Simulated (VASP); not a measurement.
Here is a VASP 6.6.1 calculation.

INCAR

```
SYSTEM = Bi2Se3
ALGO = Normal
EDIFF = 1E-6
EDIFFG = -0.01
ENCUT = 600
GGA = PS
IBRION = 2
ISIF = 3
ISMEAR = -1
IVDW = 12
LASPH = .TRUE.
LCHARG = .FALSE.
LREAL = .FALSE.
LUSENCCL = .FALSE.
LWAVE = .FALSE.
NELM = 100
NSW = 60
PREC = Accurate
SIGMA = 0.05
```

File KPOINTS:

```
k-points
0
G
  8 8 8
  0 0 0
```

Contents of POSCAR:

```
Bi2Se3
1.0
    2.0715000000      1.1959810826      9.5453333333
   -2.0715000000      1.1959810826      9.5453333333
    0.0000000000     -2.3919621653      9.5453333333
Bi Se
2 3
Direct
    0.5992000000      0.5992000000      0.5992000000
    0.4008000000      0.4008000000      0.4008000000
    0.7883000000      0.7883000000      0.7883000000
    0.2117000000      0.2117000000      0.2117000000
    0.0000000000      0.0000000000      0.0000000000
```

Potentials or basis: VASP PAW PBE potentials, release 64 (Bi_d, Se).

Run with:

```sh
$ cat potpaw_PBE.64/Bi_d/POTCAR potpaw_PBE.64/Se/POTCAR > POTCAR
$ mpirun -np 1 vasp_std > vasp.out
```

(1) Estimate the space group after relaxing (to 0.05 Å).

(2) Estimate the relaxed volume.

Results:

(1) R-3m (No. 166).

(2) 26.61 Å³/atom.

Caveat: the PAW data sets were made with another functional, which shifts forces and pressure a little.
